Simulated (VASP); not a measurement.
# In (Fm-3m) in VASP: a series of runs

Runs on In. Level: PBE. Tasks: single point.

Everything below comes from runs of VASP 6.6.1. Logs are shortened: lines on timing, memory, paths and dates and some standing lists are left out, and cuts for length are marked.

## 1. The cell of the first run

Symmetry: Fm-3m, No. 225, cubic system. Conventional cell: a = 4.791 Å, b = 4.791 Å, c = 4.791 Å, α = 90.00°, β = 90.00°, γ = 90.00°. Within 4.5 Å of In (site symmetry m-3m) lie 12 In at 3.39 Å.

## 2. Single point, PBE

INCAR

```
ALGO = Normal
EDIFF = 1E-6
ENCUT = 500
GGA = PE
GGA_COMPAT = False
ISIF = 2
ISMEAR = -1
LASPH = True
LCHARG = True
LELF = True
LREAL = False
LVHAR = True
LWAVE = False
NBANDS = 34
NELM = 120
PREC = Accurate
SIGMA = 0.1
```

KPOINTS

```
k-points
0
Gamma
  2 2 2
```

POSCAR

```
In
1.0
    4.7905490700      0.0000000000      0.0000000000
    0.0000000000      4.7905490700      0.0000000000
    0.0000000000      0.0000000000      4.7905490700
In
4
Direct
    0.5000000000      0.5000000000      0.0000000000
    0.0000000000      0.0000000000      0.0000000000
    0.5000000000      0.0000000000      0.5000000000
    0.0000000000      0.5000000000      0.5000000000
```

Potentials or basis: VASP PAW PBE potentials, release 64 (In_d).

The run is started by

```sh
> cat potpaw_PBE.64/In_d/POTCAR > POTCAR
> mpirun -np 1 vasp_std > vasp.out
```

OUTCAR:

```text
EDIFF = 1E-6
   ENCUT = 500
   GGA = PE
   ISIF = 2
   ISMEAR = -1
   LASPH = True
   LREAL = False
   NELM = 120
   PREC = Accurate

 ion  position               nearest neighbor table
   1  0.500  0.500  0.000-   2 3.39   3 3.39   4 3.39   3 3.39   4 3.39   2 3.39   3 3.39   3 3.39
                             2 3.39   4 3.39   4 3.39   2 3.39
   2  0.000  0.000  0.000-   1 3.39   3 3.39   4 3.39   3 3.39   4 3.39   1 3.39   4 3.39   4 3.39
                             1 3.39   3 3.39   3 3.39   1 3.39
   3  0.500  0.000  0.500-   1 3.39   2 3.39   4 3.39   1 3.39   2 3.39   1 3.39   4 3.39   1 3.39
                             2 3.39   4 3.39   2 3.39   4 3.39
   4  0.000  0.500  0.500-   1 3.39   2 3.39   3 3.39   1 3.39   2 3.39   2 3.39   3 3.39   2 3.39
                             1 3.39   3 3.39   1 3.39   3 3.39

  LATTYP: Found a simple cubic cell.
 ALAT       =     4.7905490700

  Lattice vectors:

 A1 = (   4.7905490700,   0.0000000000,   0.0000000000)
 A2 = (   0.0000000000,   4.7905490700,   0.0000000000)
 A3 = (   0.0000000000,   0.0000000000,   4.7905490700)

Analysis of symmetry for initial positions (statically):
=====================================================================
 Subroutine PRICEL returns following result:

  LATTYP: Found a face centered cubic cell.
 ALAT       =     4.7905490700

  Lattice vectors:

 A1 = (   2.3952745350,  -2.3952745350,   0.0000000000)
 A2 = (   2.3952745350,   0.0000000000,   2.3952745350)
 A3 = (   0.0000000000,  -2.3952745350,   2.3952745350)

   4 primitive cells build up your supercell.

 Routine SETGRP: Setting up the symmetry group for a
 simple cubic supercell.

 Subroutine GETGRP returns: Found 48 space group operations
 (whereof 48 operations were pure point group operations)
 out of a pool of 48 trial point group operations.

The static configuration has the point symmetry O_h .

Analysis of symmetry for dynamics (positions and initial velocities):
=====================================================================
 Subroutine PRICEL returns following result:

  LATTYP: Found a face centered cubic cell.
 ALAT       =     4.7905490700

  Lattice vectors:

 A1 = (   2.3952745350,  -2.3952745350,   0.0000000000)
 A2 = (   2.3952745350,   0.0000000000,   2.3952745350)
 A3 = (   0.0000000000,  -2.3952745350,   2.3952745350)

   4 primitive cells build up your supercell.

 Routine SETGRP: Setting up the symmetry group for a
 simple cubic supercell.

 Subroutine GETGRP returns: Found 48 space group operations
 (whereof 48 operations were pure point group operations)
 out of a pool of 48 trial point group operations.

The dynamic configuration has the point symmetry O_h .

 Subroutine INISYM returns: Found 48 space group operations
 (whereof 48 operations are pure point group operations),
 and found     4 'primitive' translations

----------------------------------------------------------------------------------------

                                     Primitive cell

  volume of cell :      27.4850

  direct lattice vectors                    reciprocal lattice vectors
     2.395274535 -2.395274535  0.000000000     0.208744339 -0.208744339 -0.208744339
     2.395274535  0.000000000  2.395274535     0.208744339  0.208744339  0.208744339
     0.000000000 -2.395274535  2.395274535    -0.208744339 -0.208744339  0.208744339

  length of vectors
     3.387429733  3.387429733  3.387429733     0.361555801  0.361555801  0.361555801

  position of ions in fractional coordinates (direct lattice)
     1.000000000  1.000000000  0.000000000

  ion indices of the primitive-cell ions
   primitive index   ion index
                 1           1

----------------------------------------------------------------------------------------

 KPOINTS: k-points

Automatic generation of k-mesh.
 Grid dimensions read from file:
 generate k-points for:    2    2    2

 Generating k-lattice:

  Cartesian coordinates                     Fractional coordinates (reciprocal lattice)
     0.104372170  0.000000000  0.000000000     0.500000000  0.000000000  0.000000000
     0.000000000  0.104372170  0.000000000     0.000000000  0.500000000  0.000000000
     0.000000000  0.000000000  0.104372170     0.000000000  0.000000000  0.500000000

  Length of vectors
     0.104372170  0.104372170  0.104372170

  Shift w.r.t. Gamma in fractional coordinates (k-lattice)
     0.000000000  0.000000000  0.000000000

 Subroutine IBZKPT returns following result:
 ===========================================

 Found      4 irreducible k-points:

 Following reciprocal coordinates:
            Coordinates               Weight
  0.000000  0.000000  0.000000      1.000000
  0.500000  0.000000  0.000000      3.000000
  0.500000  0.500000  0.000000      3.000000
  0.500000  0.500000  0.500000      1.000000
   k-points           NKPTS =      4   k-points in BZ     NKDIM =      4   number of bands    NBANDS=     34
   number of dos      NEDOS =    301   number of ions     NIONS =      4
   total plane-waves  NPLWV =  46656
   dimension x,y,z NGX =    36 NGY =   36 NGZ =   36
   dimension x,y,z NGXF=    72 NGYF=   72 NGZF=   72
   ions per type =               4
   NGX,Y,Z   is equivalent  to a cutoff of  12.49, 12.49, 12.49 a.u.
   NGXF,Y,Z  is equivalent  to a cutoff of  24.99, 24.99, 24.99 a.u.
 SYSTEM =  unknown system
   PREC   = accura    normal or accurate (medium, high low for compatibility)
   ISTART =      0    job   : 0-new  1-cont  2-samecut
   ICHARG =      2    charge: 1-file 2-atom 10-const
   ISPIN  =      1    spin polarized calculation?
   LNONCOLLINEAR =      F non collinear calculations
   LSORBIT =      F    spin-orbit coupling
   LASPH  =      T    aspherical Exc in radial PAW
   ENCUT  =  500.0 eV  36.75 Ry    6.06 a.u.   8.73  8.73  8.73*2*pi/ulx,y,z
   NELM   =    120;   NELMIN=  2; NELMDL= -5     # of ELM steps
   EDIFF  = 0.1E-05   stopping-criterion for ELM
   LREAL  =      F    real-space projection
   EDIFFG = 0.1E-04   stopping-criterion for IOM
   NSW    =      0    number of steps for IOM
   IBRION =     -1    ionic relax: 0-MD 1-quasi-New 2-CG
   NFREE  =      0    steps in history (QN), initial steepest desc. (CG)
   ISIF   =      2    stress and relaxation
   ISYM   =      2    0-nonsym 1-usesym 2-fastsym
   POTIM  = 0.5000    time-step for ionic-motion
   TEBEG  =    0.0;   TEEND  =   0.0 temperature during run
   PSTRESS=    0.0 pullay stress
   NELECT =      52.0000    total number of electrons
   NUPDOWN=      -1.0000    fix difference up-down
   EMIN   =  10.00;   EMAX   =-10.00  energy-range for DOS
   EFERMI =   0.00;   METHOD = LEGACY
   ISMEAR =    -1;   SIGMA  =   0.10  broadening in eV -4-tet -1-fermi 0-gaus
   EFERMI_NEDOS =   21; number of points for ismear=-14 and -15
   IALGO  =     38    algorithm
   IMIX   =      4    mixing-type and parameters
     AMIX     =   0.40;   BMIX     =  1.00
     AMIX_MAG =   1.60;   BMIX_MAG =  1.00
  volume/ion in A,a.u.               =      27.49       185.48
  Fermi-wavevector in a.u.,A,eV,Ry     =   1.275530  2.410402 22.136360  1.626977
  Thomas-Fermi vector in A             =   2.408237
   LORBIT       =      0    0 simple, 1 ext, 2 COOP (PROOUT), +10 PAW based schemes
   GGA     = PE    functional components
   LHFCALC =     F    Hartree Fock is set to
   AEXX    =    0.0000 exact exchange contribution
   IVDW    =     0    specifies the selected vdW correction
   LEPSILON=     F    determine dielectric tensor
   LRPA    =     F    only Hartree local field effects (RPA)
 non-spin polarized calculation
  energy-cutoff  :      500.00
  volume of cell :      109.94
 maximum number of plane-waves:      2826
 NGX is ok and might be reduce to    36
   NGX = 17   NGY = 17   NGZ = 17

 number of electron      52.0000048 magnetization

 Free energy of the ion-electron system (eV)
  ---------------------------------------------------
  ext. energy  EPLUGINS =         0.00000000
  ---------------------------------------------------
  free energy    TOTEN  =        -9.10875458 eV

  energy without entropy =       -8.94004812  energy(sigma->0) =       -9.02440135

 E-fermi :   7.0603     XC(G=0):  -9.9918

 val. band max:        6.9504544636   @ k =   0.5000   0.0000   0.0000
 cond. band min:       8.4494380783   @ k =   0.5000   0.0000   0.0000
 fundamental gap:      1.4989836147
 Fermi energy:         7.0603150548

 k-point     1 :       0.0000    0.0000    0.0000
  band No.  band energies     occupation
      1      -7.7246      2.00000
      2      -7.7246      2.00000
      3      -7.7246      2.00000
      4      -7.6483      2.00000
      5      -7.6483      2.00000
      6      -7.6483      2.00000
      7      -7.5369      2.00000
      8      -7.5369      2.00000
      9      -7.5369      2.00000
     10      -7.3944      2.00000
     11      -7.3944      2.00000
     12      -7.2675      2.00000
     13      -7.2675      2.00000
     14      -7.2675      2.00000
     15      -7.2142      2.00000
     16      -7.2142      2.00000
     17      -7.2142      2.00000
     18      -7.2142      2.00000
     19      -7.2142      2.00000
     20      -7.2142      2.00000
     21      -2.2072      2.00000
     22       4.8263      2.00000
     23       4.8263      2.00000
     24       4.8263      2.00000
     25       4.9367      2.00000
     26       4.9367      2.00000
     27       4.9367      2.00000
     28      10.9285      0.00000
     29      10.9285      0.00000
     30      10.9285      0.00000
     31      10.9285      0.00000
     32      10.9285      0.00000
     33      10.9285      0.00000
     34      14.1601      0.00000

 k-point     2 :       0.5000    0.0000    0.0000
  band No.  band energies     occupation
      1      -7.6311      2.00000
      2      -7.6311      2.00000
      3      -7.5519      2.00000
      4      -7.5519      2.00000
      5      -7.5078      2.00000
      6      -7.5078      2.00000
      7      -7.4860      2.00000
      8      -7.4860      2.00000
      9      -7.4860      2.00000
     10      -7.4860      2.00000
     11      -7.3816      2.00000
     12      -7.3816      2.00000
     13      -7.3816      2.00000
     14      -7.3816      2.00000
     15      -7.3510      2.00000
     16      -7.3510      2.00000
     17      -7.3312      2.00000
     18      -7.3312      2.00000
     19      -7.2142      2.00000
     20      -7.2142      2.00000
     21      -0.4338      2.00000
     22      -0.4338      2.00000
     23       5.2972      2.00000
     24       5.2972      2.00000
     25       6.9505      1.50000
     26       6.9505      1.50000
     27       6.9505      1.50000
     28       6.9505      1.50000
     29       8.4494      0.00000
     30       8.4494      0.00000
     31      12.8431      0.00000
     32      12.8448      0.00000
     33      12.9749      0.00000
     34      12.9749      0.00000

 k-point     3 :       0.5000    0.5000    0.0000
  band No.  band energies     occupation
      1      -7.5475      2.00000
      2      -7.5475      2.00000
      3      -7.5475      2.00000
      4      -7.5475      2.00000
      5      -7.4982      2.00000
      6      -7.4982      2.00000
      7      -7.4982      2.00000
      8      -7.4982      2.00000
      9      -7.4197      2.00000
     10      -7.4197      2.00000
     11      -7.4197      2.00000
     12      -7.4197      2.00000
     13      -7.3675      2.00000
     14      -7.3675      2.00000
     15      -7.3675      2.00000
     16      -7.3675      2.00000
     17      -7.3320      2.00000
     18      -7.3320      2.00000
     19      -7.3320      2.00000
     20      -7.3320      2.00000
     21       1.3547      2.00000
     22       1.3547      2.00000
     23       1.3547      2.00000
     24       1.3547      2.00000
     25       8.4735      0.00000
     26       8.4735      0.00000
     27       8.4735      0.00000
     28       8.4735      0.00000
     29       8.8657      0.00000
     30       8.8657      0.00000
     31       8.8657      0.00000
     32       8.8657      0.00000
     33      14.6561      0.00000
     34      14.6561      0.00000

 k-point     4 :       0.5000    0.5000    0.5000
  band No.  band energies     occupation
      1      -7.5886      2.00000
      2      -7.5886      2.00000
      3      -7.5886      2.00000
      4      -7.5886      2.00000
      5      -7.5326      2.00000
      6      -7.5326      2.00000
      7      -7.5326      2.00000
      8      -7.5326      2.00000
      9      -7.5326      2.00000
     10      -7.5326      2.00000
     11      -7.5326      2.00000
     12      -7.5326      2.00000
     13      -7.2525      2.00000
     14      -7.2525      2.00000
     15      -7.2525      2.00000
     16      -7.2525      2.00000
     17      -7.2525      2.00000
     18      -7.2525      2.00000
     19      -7.2525      2.00000
     20      -7.2525      2.00000
     21       2.7097      2.00000
     22       2.7097      2.00000
     23       2.7097      2.00000
     24       2.7097      2.00000
     25       3.8346      2.00000
     26       3.8346      2.00000
     27       3.8346      2.00000
     28       3.8346      2.00000
     29      15.0768      0.00000
     30      15.0768      0.00000
     31      15.0768      0.00000
     32      15.0768      0.00000
     33      15.0768      0.00000
     34      15.0768      0.00000

------------------------ aborting loop because EDIFF is reached ----------------------------------------

  FORCE on cell =-STRESS in cart. coord.  units (eV):
  Direction    XX          YY          ZZ          XY          YZ          ZX
  --------------------------------------------------------------------------------------
  -------------------------------------------------------------------------------------
  Total        1.9671159      1.9671159      1.9671159      0.0000000     -0.0000000      0.0000000
  in kB       28.6671591     28.6671591     28.6671591      0.0000000     -0.0000000      0.0000000
  external PRESSURE =      28.6671591 kB  Pullay stress =       0.0000000 kB

 VOLUME and BASIS-vectors are now :
 -----------------------------------------------------------------------------
  energy-cutoff  :      500.00
  volume of cell :      109.94
      direct lattice vectors                 reciprocal lattice vectors
     4.790549070  0.000000000  0.000000000     0.208744339  0.000000000  0.000000000
     0.000000000  4.790549070  0.000000000     0.000000000  0.208744339  0.000000000
     0.000000000  0.000000000  4.790549070     0.000000000  0.000000000  0.208744339

 POSITION                                       TOTAL-FORCE (eV/Angst)
 -----------------------------------------------------------------------------------
      2.39527      2.39527      0.00000        -0.000000     -0.000000      0.000000
      0.00000      0.00000      0.00000         0.000000      0.000000      0.000000
      2.39527      0.00000      2.39527        -0.000000     -0.000000     -0.000000
      0.00000      2.39527      2.39527         0.000000     -0.000000      0.000000
 -----------------------------------------------------------------------------------
    total drift:                                0.000000      0.000000      0.000000

  FREE ENERGIE OF THE ION-ELECTRON SYSTEM (eV)
  ---------------------------------------------------
  free  energy   TOTEN  =        -9.1087545787 eV

  energy  without entropy=       -8.9400481164  energy(sigma->0) =       -9.02440135
```

Wall time 13 s (1 thread of Intel Xeon Platinum 8375C at 2.90GHz (Ice Lake), shared host); peak memory 0.19 GiB.

Results:

- Free energy: -9.1088 eV
- Pressure: 2.9 GPa
- Band gap on the k mesh: zero (band 26 reaches 8.47 eV, above the bottom of band 27 at 3.83 eV)

Caveat: the k points lie up to 0.66 Å⁻¹ apart; spin-orbit coupling is left out, which moves the levels of the heavy elements.

## 3. Single point, PBE

INCAR

```
SYSTEM = In
PREC = Accurate
ENCUT = 500
EDIFF = 1E-6
ISMEAR = -1
SIGMA = 0.1
LREAL = .FALSE.
LASPH = .TRUE.
NELM = 120
ALGO = Normal
ISIF = 2
LWAVE = .FALSE.
LCHARG = .TRUE.
GGA = PE
LELF = .TRUE.
LVHAR = .TRUE.
NBANDS = 34
GGA_COMPAT = .FALSE.
```

KPOINTS

```
Automatic mesh
0
G
  2 2 2
  0 0 0
```

POSCAR is that of step 2.

Potentials or basis: VASP PAW PBE potentials, release 64 (In_d).

The run is started by

```sh
> cat potpaw_PBE.64/In_d/POTCAR > POTCAR
> mpirun -np 1 vasp_std > vasp.out
```

Run time: 13 s. Hardware: 1 thread of Intel Xeon Platinum 8375C at 2.90GHz (Ice Lake), shared host; peak memory 0.19 GiB.

The run converged. Its results:

- Free energy: -9.1088 eV
- Pressure: 2.9 GPa
- Band gap on the k mesh: zero (band 26 reaches 8.47 eV, above the bottom of band 27 at 3.83 eV)

Levels at points of the mesh, in eV from the Fermi level:
| k point | band 24 | band 25 | band 26 | band 27 | band 28 | band 29 | band 30 | band 31 |
| --- | --- | --- | --- | --- | --- | --- | --- | --- |
| (0.00, 0.00, 0.00) | -2.23 | -2.12 | -2.12 | -2.12 | 3.87 | 3.87 | 3.87 | 3.87 |
| (0.50, 0.00, 0.00) | -1.76 | -0.11 | -0.11 | -0.11 | -0.11 | 1.39 | 1.39 | 5.78 |
| (0.50, 0.50, 0.00) | -5.71 | 1.41 | 1.41 | 1.41 | 1.41 | 1.81 | 1.81 | 1.81 |
| (0.50, 0.50, 0.50) | -4.35 | -3.23 | -3.23 | -3.23 | -3.23 | 8.02 | 8.02 | 8.02 |

Caveat: the k points lie up to 0.66 Å⁻¹ apart; spin-orbit coupling is left out, which moves the levels of the heavy elements.
